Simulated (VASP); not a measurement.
# Be27H in VASP: notebook

Be27H is run at these levels: PBE; tasks: single point.

Program: VASP 6.6.1. These are calculated values, not measurements. Logs are shortened: lines on timing, memory, paths and dates and some standing lists are left out, and cuts for length are marked.

## Step 1: The cell of the first run

The cell holds a slab with vacuum, 28 atoms: a = 6.870 Å, b = 6.870 Å, c = 14.588 Å, α = 90.00°, β = 90.00°, γ = 60.00°.

## Step 2: Single point, PBE

File INCAR:

```
ALGO     = Normal         # electronic algorithm
EDIFF    = 1E-6           # SCF threshold, eV
ENCUT    = 520            # plane-wave cutoff, eV
GGA      = PE             # functional
ISIF     = 2              # what is computed and relaxed
ISMEAR   = -1             # smearing method
LASPH    = True           # aspherical terms in the spheres
LCHARG   = False          # write CHGCAR
LREAL    = Auto         
LWAVE    = False          # write WAVECAR
NBANDS   = 48             # bands
NELM     = 60             # most SCF steps
PREC     = Accurate       # precision mode
SIGMA    = 0.1            # smearing width, eV
```

File KPOINTS:

```
k-points
0
Gamma
  3 3 1
```

File POSCAR:

```
Be27H
1.0
    6.8700000000      0.0000000000      0.0000000000
    3.4350000000      5.9495950000      0.0000000000
    0.0000000000      0.0000000000     14.5884300000
Be H
27 1
Direct
    0.0000000000      0.0000000000      0.0685474722
    0.3333333333      0.0000000000      0.0685474722
    0.6666666667      0.0000000000      0.0685474722
    0.0000000280      0.3333332773      0.0685474722
    0.3333333613      0.3333332773      0.0685474722
    0.6666666947      0.3333332773      0.0685474722
   -0.0000000280      0.6666667227      0.0685474722
    0.3333333053      0.6666667227      0.0685474722
    0.6666666387      0.6666667227      0.0685474722
   -0.1071284374      0.2213468312      0.1982521080
    0.2199208081      0.2248695920      0.1982462129
    0.5564991878      0.2215070101      0.1958462974
   -0.1104782411      0.5571308635      0.1951140733
    0.2236819273      0.5557948062      0.1932419047
    0.5566564557      0.5565325035      0.1954016985
   -0.1098443438      0.8898325012      0.1956956986
    0.2226641961      0.8867845626      0.1965152522
    0.5590762232      0.8870830704      0.1973312413
    0.0096302474      0.0022885591      0.3297936790
    0.3415670277      0.0023989868      0.3209590066
    0.6728511937      0.0018128965      0.3229684072
    0.0009878840      0.3377246687      0.3241982859
    0.3370181728      0.3382818494      0.3215402891
    0.6694308428      0.3338608762      0.3248285799
    0.0060697539      0.6657064893      0.3242928129
    0.3398247266      0.6588471988      0.3220884633
    0.6730586776      0.6627167059      0.3222435862
    0.1816280493      1.0194149350      0.3930065812
```

Potentials or basis: VASP PAW PBE potentials, release 64 (Be, H).

Started as:

```bash
$ cat potpaw_PBE.64/Be/POTCAR potpaw_PBE.64/H/POTCAR > POTCAR
$ mpirun -np 1 vasp_std > vasp.out
```

OUTCAR:

```text
EDIFF = 1E-6
   ENCUT = 520
   GGA = PE
   ISIF = 2
   ISMEAR = -1
   LASPH = True
   LREAL = Auto
   NELM = 60
   PREC = Accurate

 ion  position               nearest neighbor table
   1  0.000  0.000  0.069-  16 2.27  17 2.29   7 2.29   8 2.29   4 2.29   6 2.29   2 2.29   3 2.29
                            10 2.31
   2  0.333  0.000  0.069-   4 2.29   8 2.29   5 2.29   9 2.29   1 2.29   3 2.29  17 2.29  18 2.31
                            11 2.32
   3  0.667  0.000  0.069-  12 2.28  16 2.28   6 2.29   7 2.29   9 2.29   5 2.29   1 2.29   2 2.29
                            18 2.29
   4  0.000  0.333  0.069-  13 2.28   2 2.29   1 2.29   5 2.29   6 2.29   9 2.29   7 2.29  10 2.30
                            11 2.30
   5  0.333  0.333  0.069-  14 2.25  12 2.28   2 2.29   3 2.29   4 2.29   6 2.29   7 2.29   8 2.29
                            11 2.31
   6  0.667  0.333  0.069-  15 2.28  12 2.28   3 2.29   1 2.29   4 2.29   5 2.29   8 2.29   9 2.29
                            10 2.32
   7  1.000  0.667  0.069-  14 2.25  13 2.26  16 2.28   3 2.29   1 2.29   9 2.29   8 2.29   5 2.29
                             4 2.29
   8  0.333  0.667  0.069-  14 2.24  15 2.28  17 2.28   2 2.29   1 2.29   7 2.29   9 2.29   6 2.29
                             5 2.29
   9  0.667  0.667  0.069-  15 2.27  13 2.27   3 2.29   2 2.29   7 2.29   8 2.29   4 2.29   6 2.29
[... 22 lines left out ...]
                            22 2.32  26 2.37
  21  0.673  0.002  0.323-  16 2.26  12 2.27  24 2.27  20 2.27  18 2.28  25 2.30  23 2.31  19 2.32
                            27 2.33
  22  0.001  0.338  0.324-  27 2.24  11 2.25  25 2.27  10 2.27  19 2.28  24 2.29  13 2.29  23 2.31
                            20 2.32
  23  0.337  0.338  0.322-  26 2.21  12 2.25  11 2.26  25 2.26  24 2.27  14 2.28  20 2.29  21 2.31
                            22 2.31
  24  0.669  0.334  0.325-  26 2.25  23 2.27  21 2.27  27 2.27  10 2.28  22 2.29  15 2.31  19 2.31
                            12 2.31
  25  0.006  0.666  0.324-  23 2.26  26 2.27  22 2.27  27 2.30  21 2.30  16 2.30  14 2.31  13 2.31
                            19 2.33
  26  0.340  0.659  0.322-  23 2.21  24 2.25  15 2.25  25 2.27  17 2.28  14 2.29  27 2.30  19 2.32
                            20 2.37
  27  0.673  0.663  0.322-  22 2.24  13 2.26  18 2.26  24 2.27  15 2.28  25 2.30  26 2.30  20 2.31
                            21 2.33
  28  0.182  0.019  0.393-  20 1.48  19 1.55

  LATTYP: Found a hexagonal cell.
 ALAT       =     6.8700004122
 C/A-ratio  =     2.1234976892

  Lattice vectors:

 A1 = (  -3.4350000000,  -5.9495950000,   0.0000000000)
 A2 = (   6.8700000000,   0.0000000000,   0.0000000000)
 A3 = (   0.0000000000,   0.0000000000,  14.5884300000)

Analysis of symmetry for initial positions (statically):
=====================================================================
 Subroutine PRICEL returns:
 Original cell was already a primitive cell.

 Routine SETGRP: Setting up the symmetry group for a
 hexagonal supercell.

 Subroutine GETGRP returns: Found  1 space group operations
 (whereof  1 operations were pure point group operations)
 out of a pool of 24 trial point group operations.

The static configuration has the point symmetry C_1 .

Analysis of symmetry for dynamics (positions and initial velocities):
=====================================================================
 Subroutine PRICEL returns:
 Original cell was already a primitive cell.

 Routine SETGRP: Setting up the symmetry group for a
 hexagonal supercell.

 Subroutine GETGRP returns: Found  1 space group operations
 (whereof  1 operations were pure point group operations)
 out of a pool of 24 trial point group operations.

The dynamic configuration has the point symmetry C_1 .

 Subroutine INISYM returns: Found  1 space group operations
 (whereof  1 operations are pure point group operations),
 and found     1 'primitive' translations

----------------------------------------------------------------------------------------

                                     Primitive cell

  volume of cell :     596.2834

  direct lattice vectors                    reciprocal lattice vectors
     6.870000000  0.000000000  0.000000000     0.145560408 -0.084039334  0.000000000
     3.435000000  5.949595000  0.000000000     0.000000000  0.168078668  0.000000000
     0.000000000  0.000000000 14.588430000     0.000000000  0.000000000  0.068547472

  length of vectors
     6.870000000  6.870000412 14.588430000     0.168078678  0.168078668  0.068547472

  position of ions in fractional coordinates (direct lattice)
     0.000000000  0.000000000  0.068547472
     0.333333333  0.000000000  0.068547472
     0.666666667  0.000000000  0.068547472
     0.000000028  0.333333277  0.068547472
     0.333333361  0.333333277  0.068547472
     0.666666695  0.333333277  0.068547472
[... 20 lines left out ...]
     0.673058678  0.662716706  0.322243586
     0.181628049  0.019414935  0.393006581

  ion indices of the primitive-cell ions
   primitive index   ion index
                 1           1
                 2           2
                 3           3
                 4           4
                 5           5
                 6           6
[... 20 lines left out ...]
                27          27
                28          28

----------------------------------------------------------------------------------------

 KPOINTS: k-points

Automatic generation of k-mesh.
 Grid dimensions read from file:
 generate k-points for:    3    3    1

 Generating k-lattice:

  Cartesian coordinates                     Fractional coordinates (reciprocal lattice)
     0.048520136 -0.028013111  0.000000000     0.333333333 -0.000000000  0.000000000
     0.000000000  0.056026223  0.000000000     0.000000000  0.333333333  0.000000000
     0.000000000  0.000000000  0.068547472     0.000000000  0.000000000  1.000000000

  Length of vectors
     0.056026226  0.056026223  0.068547472

  Shift w.r.t. Gamma in fractional coordinates (k-lattice)
     0.000000000  0.000000000  0.000000000

 Subroutine IBZKPT returns following result:
 ===========================================

 Found      5 irreducible k-points:

 Following reciprocal coordinates:
            Coordinates               Weight
  0.000000  0.000000  0.000000      1.000000
  0.333333 -0.000000  0.000000      2.000000
  0.333333  0.333333  0.000000      2.000000
  0.000000  0.333333  0.000000      2.000000
 -0.333333  0.333333  0.000000      2.000000
   k-points           NKPTS =      5   k-points in BZ     NKDIM =      5   number of bands    NBANDS=     48
   number of dos      NEDOS =    301   number of ions     NIONS =     28
   total plane-waves  NPLWV = 314928
   dimension x,y,z NGX =    54 NGY =   54 NGZ =  108
   dimension x,y,z NGXF=   108 NGYF=  108 NGZF=  216
   ions per type =              27   1
   NGX,Y,Z   is equivalent  to a cutoff of  13.07, 13.07, 12.31 a.u.
   NGXF,Y,Z  is equivalent  to a cutoff of  26.13, 26.13, 24.61 a.u.
 SYSTEM =  unknown system
   PREC   = accura    normal or accurate (medium, high low for compatibility)
   ISTART =      0    job   : 0-new  1-cont  2-samecut
   ICHARG =      2    charge: 1-file 2-atom 10-const
   ISPIN  =      1    spin polarized calculation?
   LNONCOLLINEAR =      F non collinear calculations
   LSORBIT =      F    spin-orbit coupling
   LASPH  =      T    aspherical Exc in radial PAW
   ENCUT  =  520.0 eV  38.22 Ry    6.18 a.u.  12.77 12.77 27.12*2*pi/ulx,y,z
   NELM   =     60;   NELMIN=  2; NELMDL= -5     # of ELM steps
   EDIFF  = 0.1E-05   stopping-criterion for ELM
   LREAL  =      T    real-space projection
   EDIFFG = 0.1E-04   stopping-criterion for IOM
   NSW    =      0    number of steps for IOM
   IBRION =     -1    ionic relax: 0-MD 1-quasi-New 2-CG
   NFREE  =      0    steps in history (QN), initial steepest desc. (CG)
   ISIF   =      2    stress and relaxation
   ISYM   =      2    0-nonsym 1-usesym 2-fastsym
   POTIM  = 0.5000    time-step for ionic-motion
   TEBEG  =    0.0;   TEEND  =   0.0 temperature during run
   PSTRESS=    0.0 pullay stress
   NELECT =      55.0000    total number of electrons
   NUPDOWN=      -1.0000    fix difference up-down
   EMIN   =  10.00;   EMAX   =-10.00  energy-range for DOS
   EFERMI =   0.00;   METHOD = LEGACY
   ISMEAR =    -1;   SIGMA  =   0.10  broadening in eV -4-tet -1-fermi 0-gaus
   EFERMI_NEDOS =   21; number of points for ismear=-14 and -15
   IALGO  =     38    algorithm
   IMIX   =      4    mixing-type and parameters
     AMIX     =   0.40;   BMIX     =  1.00
     AMIX_MAG =   1.60;   BMIX_MAG =  1.00
  volume/ion in A,a.u.               =      21.30       143.71
  Fermi-wavevector in a.u.,A,eV,Ry     =   0.739682  1.397796  7.444141  0.547129
  Thomas-Fermi vector in A             =   1.833903
   LORBIT       =      0    0 simple, 1 ext, 2 COOP (PROOUT), +10 PAW based schemes
   GGA     = PE    functional components
   LHFCALC =     F    Hartree Fock is set to
   AEXX    =    0.0000 exact exchange contribution
   IVDW    =     0    specifies the selected vdW correction
   LEPSILON=     F    determine dielectric tensor
   LRPA    =     F    only Hartree local field effects (RPA)
 non-spin polarized calculation
  energy-cutoff  :      520.00
  volume of cell :      596.28
 maximum number of plane-waves:     16070
 NGX is ok and might be reduce to    54
   NGX = 25   NGY = 25   NGZ = 55

 number of electron      54.9999999 magnetization

 Free energy of the ion-electron system (eV)
  ---------------------------------------------------
  ext. energy  EPLUGINS =         0.00000000
  ---------------------------------------------------
  free energy    TOTEN  =       -96.06201238 eV

  energy without entropy =      -95.73576989  energy(sigma->0) =      -95.89889114

 E-fermi :  -0.9150     XC(G=0):  -5.3074

 val. band max:       -0.9326094340   @ k =  -0.3333   0.3333   0.0000
 cond. band min:      -0.8434221245   @ k =   0.0000   0.3333   0.0000
 fundamental gap:      0.0891873096
 Fermi energy:        -0.9149599385

 k-point     1 :       0.0000    0.0000    0.0000
  band No.  band energies     occupation
      1     -10.4582      2.00000
      2      -8.5708      2.00000
      3      -7.6080      2.00000
      4      -7.2767      2.00000
      5      -7.2679      2.00000
      6      -7.2500      2.00000
[... 199 lines left out ...]
     38       3.5038      0.00000
     39       3.5232      0.00000
 [bands above 39 left out]

------------------------ aborting loop because EDIFF is reached ----------------------------------------

  FORCE on cell =-STRESS in cart. coord.  units (eV):
  Direction    XX          YY          ZZ          XY          YZ          ZX
  --------------------------------------------------------------------------------------
  -------------------------------------------------------------------------------------
  Total      -22.1135704    -21.6616147     -0.3509366     -0.4050047      0.1446993     -1.5131837
  in kB      -59.4178256    -58.2034481     -0.9429455     -1.0882231      0.3887982     -4.0658332
  external PRESSURE =     -39.5214064 kB  Pullay stress =       0.0000000 kB

 VOLUME and BASIS-vectors are now :
 -----------------------------------------------------------------------------
  energy-cutoff  :      520.00
  volume of cell :      596.28
      direct lattice vectors                 reciprocal lattice vectors
     6.870000000  0.000000000  0.000000000     0.145560408 -0.084039334  0.000000000
     3.435000000  5.949595000  0.000000000     0.000000000  0.168078668  0.000000000
     0.000000000  0.000000000 14.588430000     0.000000000  0.000000000  0.068547472

 POSITION                                       TOTAL-FORCE (eV/Angst)
 -----------------------------------------------------------------------------------
      0.00000      0.00000      1.00000         0.030977      0.026448      0.072984
      2.29000      0.00000      1.00000         0.026295      0.014769      0.043876
      4.58000      0.00000      1.00000        -0.008472     -0.000168     -0.120274
      1.14500      1.98320      1.00000         0.020517     -0.044309      0.062860
      3.43500      1.98320      1.00000        -0.018027     -0.095285     -0.001352
      5.72500      1.98320      1.00000         0.054149     -0.059880      0.020715
[... 20 lines left out ...]
      6.90034      3.94290      4.70103         0.016760      0.040116      0.046601
      1.31448      0.11551      5.73335        -0.316684      0.109313     -0.109179
 -----------------------------------------------------------------------------------
    total drift:                                0.000584      0.000337      0.003069

  FREE ENERGIE OF THE ION-ELECTRON SYSTEM (eV)
  ---------------------------------------------------
  free  energy   TOTEN  =       -96.0620123836 eV

  energy  without entropy=      -95.7357698883  energy(sigma->0) =      -95.89889114
```

Wall time 5.5 min (1 thread of Intel Xeon 6975P-C (Granite Rapids), shared host); peak memory 0.63 GiB.

What came out:

```yaml
Free_energy: -96.0620 eV
Largest_force: 0.352 eV/Å
```

Forces in eV/Å, atoms in the order of the input:
```
Be   0.031  0.026  0.073
Be   0.026  0.015  0.044
Be  -0.008  0.000 -0.120
Be   0.021 -0.044  0.063
Be  -0.018 -0.095 -0.001
Be   0.054 -0.060  0.021
Be   0.015  0.045 -0.046
Be   0.063  0.061  0.044
Be   0.002  0.054 -0.026
Be   0.051 -0.013  0.016
Be   0.025 -0.019 -0.100
Be   0.001 -0.009  0.015
Be   0.000 -0.024  0.056
Be   0.024  0.002  0.087
Be   0.028  0.013  0.002
Be   0.050  0.015  0.099
Be   0.057  0.000 -0.123
Be   0.028  0.012 -0.051
Be  -0.165 -0.016 -0.200
Be  -0.091 -0.018  0.127
Be  -0.014 -0.010  0.065
Be   0.055 -0.038  0.057
Be  -0.014 -0.071  0.059
Be   0.027  0.011 -0.020
Be   0.006 -0.022 -0.043
Be   0.046  0.035 -0.036
Be   0.017  0.040  0.047
H   -0.317  0.109 -0.109
```

## Step 3: Single point, PBE

File INCAR:

```
SYSTEM = Be27H
ALGO = Normal
EDIFF = 1E-7
ENCUT = 520
GGA = PE
ISIF = 2
ISMEAR = -1
LASPH = .True.
LCHARG = .True.
LELF = .True.
LREAL = Auto
LVHAR = .True.
LWAVE = .False.
NBANDS = 48
NELM = 100
PREC = Accurate
SIGMA = 0.1
```

File KPOINTS:

```
k-points
0
Gamma
  3 3 1
  0 0 0
```

File POSCAR:

```
Be27H
1.0
    6.8700000000      0.0000000000      0.0000000000
    3.4350000000      5.9495950000      0.0000000000
    0.0000000000      0.0000000000     14.5884300000
Be H
27 1
Direct
    0.0000000000      0.0000000000      0.0685474722
    0.3333333333      0.0000000000      0.0685474722
    0.6666666667      0.0000000000      0.0685474722
    0.0000000280      0.3333332773      0.0685474722
    0.3333333613      0.3333332773      0.0685474722
    0.6666666947      0.3333332773      0.0685474722
   -0.0000000280      0.6666667227      0.0685474722
    0.3333333053      0.6666667227      0.0685474722
    0.6666666387      0.6666667227      0.0685474722
   -0.1071432358      0.2191112168      0.1982516967
    0.2226643527      0.2238110325      0.1965269738
    0.5566706115      0.2200887623      0.1953921018
   -0.1098310370      0.5533232094      0.1956967268
    0.2236821538      0.5538205542      0.1932309371
    0.5564927460      0.5552584672      0.1958430071
   -0.1104884431      0.8866848920      0.1951118798
    0.2199123569      0.8884873676      0.1982448420
    0.5590816900      0.8871361832      0.1973339832
    0.0010433147     -0.0054010399      0.3242149429
    0.3415849412     -0.0106877863      0.3209622283
    0.6730579449     -0.0024838665      0.3222415298
    0.0096579452      0.3213746482      0.3298068401
    0.3398347884      0.3346363912      0.3220610443
    0.6694344344      0.3299937223      0.3248188462
    0.0060766316      0.6615067076      0.3242983652
    0.3370258976      0.6579822660      0.3215316521
    0.6728602828      0.6586043252      0.3229773183
    0.1814540549      1.1319215846      0.3930190569
```

Potentials or basis: VASP PAW PBE potentials, release 64 (Be, H).

Started as:

```bash
$ cat potpaw_PBE.64/Be/POTCAR potpaw_PBE.64/H/POTCAR > POTCAR
$ mpirun -np 1 vasp_std > vasp.out
```

It took 6.4 min on 1 thread of Intel Xeon 6975P-C (Granite Rapids), shared host; peak memory 0.63 GiB.

The run converged. Its results:

```
Free energy   : -96.0621 eV
Largest force : 0.356 eV/Å
```

Forces on the atoms (eV/Å):
```
Be   0.049  0.004  0.063
Be   0.000 -0.031  0.044
Be  -0.046 -0.029 -0.026
Be  -0.007 -0.040  0.073
Be  -0.022 -0.086  0.044
Be   0.079 -0.018  0.021
Be  -0.032 -0.035 -0.047
Be   0.073  0.063 -0.001
Be  -0.004  0.007 -0.120
Be   0.037 -0.038  0.017
Be   0.029 -0.048 -0.123
Be   0.003 -0.030  0.002
Be   0.011 -0.051  0.099
Be   0.010 -0.021  0.088
Be   0.009  0.005  0.015
Be   0.021  0.011  0.057
Be   0.031 -0.012 -0.100
Be   0.003 -0.031 -0.051
Be   0.060 -0.028  0.057
Be  -0.029  0.089  0.127
Be  -0.026 -0.034  0.047
Be  -0.068  0.150 -0.199
Be  -0.007 -0.058 -0.036
Be   0.004 -0.029 -0.019
Be   0.023  0.006 -0.043
Be   0.055  0.048  0.059
Be   0.001  0.018  0.065
H   -0.257  0.220 -0.111
```

Levels at points of the mesh, in eV from the Fermi level:
| k point | band 25 | band 26 | band 27 | band 28 | band 29 | band 30 |
| --- | --- | --- | --- | --- | --- | --- |
| (0.00, 0.00, 0.00) | -0.19 | -0.07 | 0.47 | 0.79 | 0.92 | 0.93 |
